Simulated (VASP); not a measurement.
Wanted: the native input for a VASP 6.6.1 run.

```yaml
Task: single point
Functional: PBEsol
Potentials_or_basis: VASP PAW PBE potentials, release 64 (Sr_sv, Ti_sv, O)
Cutoff: 520 eV
k_mesh: 8 × 8 × 8
Occupations: gaussian, width 0.02 eV
Spin: no spin polarisation
Dipole_correction: no
Further_INCAR_settings: ALGO = Normal; EDIFF = 1e-06; NBANDS = 51
```

The structure of SrTiO3 lies in POSCAR:

```
SrTiO3
1.0
   -2.6824568510      2.6824568510      3.8391148342
    2.6824568510     -2.6824568510      3.8391148342
    2.6824568510      2.6824568510     -3.8391148342
Sr Ti O
2 2 6
Direct
    0.7500000000      0.2500000000      0.5000000000
    0.2500000000      0.7500000000      0.5000000000
    0.0000000000      0.0000000000      0.0000000000
    0.5000000000      0.5000000000      0.0000000000
    0.2500000000      0.2500000000      0.0000000000
    0.7500000000      0.7500000000      0.0000000000
    0.7177667962      0.2177667962      0.9355335923
    0.2177667962      0.2822332038      0.5000000000
    0.2822332038      0.7822332038      0.0644664077
    0.7822332038      0.7177667962      0.5000000000
```

The input as run:

INCAR

```
SYSTEM = SrTiO3
ALGO = Normal ; EDIFF = 1E-6
ENCUT = 520 ; GGA = PS
ISIF = 2 ; ISMEAR = 0
LASPH = .True. ; LCHARG = .False.
LREAL = .False. ; LWAVE = .False.
NBANDS = 51 ; NELM = 80
PREC = Accurate ; SIGMA = 0.02
```

KPOINTS

```
k-points
0
Gamma
  8 8 8
  0 0 0
```

Potentials or basis: VASP PAW PBE potentials, release 64 (Sr_sv, Ti_sv, O).

Command:

```bash
$ cat potpaw_PBE.64/Sr_sv/POTCAR potpaw_PBE.64/Ti_sv/POTCAR potpaw_PBE.64/O/POTCAR > POTCAR
$ mpirun -np 1 vasp_std > vasp.out
```

Results of the run:

```json
{"Pressure": "13.7 GPa", "Largest force": "0.014 eV/Å", "Band gap on the k mesh": "2.13 eV (least direct gap 2.14 eV)"}
```

Caveat: the cell stands under pressure; the PAW data sets were made with another functional, which shifts forces and pressure a little.

Run time: 16 min on 1 thread of Intel Xeon 8259CL, on a shared host, peak memory 0.43 GiB.
